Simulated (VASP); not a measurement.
C, 2 atoms in the cell. Symmetry: Fd-3m, No. 227, cubic system. The conventional cell has a = 3.567 Å, b = 3.567 Å, c = 3.567 Å, α = 90.00°, β = 90.00°, γ = 90.00°. Within 2.1 Å of C (site symmetry -43m) lie 4 C at 1.54 Å. 

- Program: VASP 6.6.1
- Task: G0W0 quasiparticle levels
- Functional: PBEsol
- Potentials or basis: VASP PAW PBE potentials, release 64 (C_GW)
- Cutoff: 500 eV
- k mesh: 6 × 6 × 6
- Occupations: gaussian, width 0.01 eV
- Spin: no spin polarisation
- Dipole correction: no
- GW scheme: G0W0
- GW iterations: 1
- Cutoff of the response function: 80
- Frequency points: 48
- Empty bands: 44
- Further INCAR settings: ALGO = EVGW0; EDIFF = 1e-08; NBANDS = 48

Potentials or basis: VASP PAW PBE potentials, release 64 (C_GW).

Command:

```console
$ cat potpaw_PBE.64/C_GW/POTCAR > POTCAR
$ cp INCAR.step1 INCAR
$ mpirun -np 1 vasp_std > vasp.out
$ cp INCAR.step2 INCAR
$ mpirun -np 1 vasp_std > vasp.out
$ cp INCAR.step3 INCAR
$ mpirun -np 1 vasp_std > vasp.out
```

Hardware: 1 thread of Intel Xeon 8259CL, with other jobs on the host.

Question: How long does it take, and how much memory?

Answer: Run time: 2.1 min on 1 thread of Intel Xeon 8259CL, on a shared host, peak memory 0.19 GiB. Counts: k points 16.
